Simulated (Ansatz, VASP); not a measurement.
**FeO in VASP and in Ansatz**

```
Fe O
1.0
    -1.51768   -0.87623   -2.51579
     1.51768    0.87623   -5.03159
     1.51768   -2.62870    0.00000
Fe O
2 2
Cartesian
  0.0000 0.0000 0.0000
  1.5177 -0.8762 -2.5158
  0.0000 -1.7525 -1.2579
  0.0000 0.0000 -3.7737
```

Alike in both runs: task single point; functional PBE; k mesh 8 × 5 × 7; occupations fermi-dirac, width 0.03 eV; collinear spin.

|  | VASP | Ansatz |
| --- | --- | --- |
| version | VASP 6.6.1 | Ansatz 0.2.0 |
| potentials or method | VASP PAW PBE potentials, release 64 (Fe, O), cutoff 520 eV | PAW, plane waves, scalar-relativistic |
| valence electrons in the cell | 28 | 44 |

Ansatz gave:

* pressure (GPa): -0.7
* traceless stress, the component that is largest in VASP (GPa): -0.75
* net moment per atom (μB): 2.00
* size of the moment on the site where the two differ most (μB): 3.45

**Question.** Which values does VASP return?

**Answer.** Pressure (GPa): -0.7; traceless stress, the component that is largest in VASP (GPa): -0.77; net moment per atom (μB): 2.00; size of the moment on the site where the two differ most (μB): 3.62.

Site moments also hang on the region over which each program counts them. The functional is the same, so the differences come from potentials, cutoffs and numerics. VASP's potentials hold 28 valence electrons a cell and Ansatz's 44, so a difference there can come from the potentials and not from the codes.
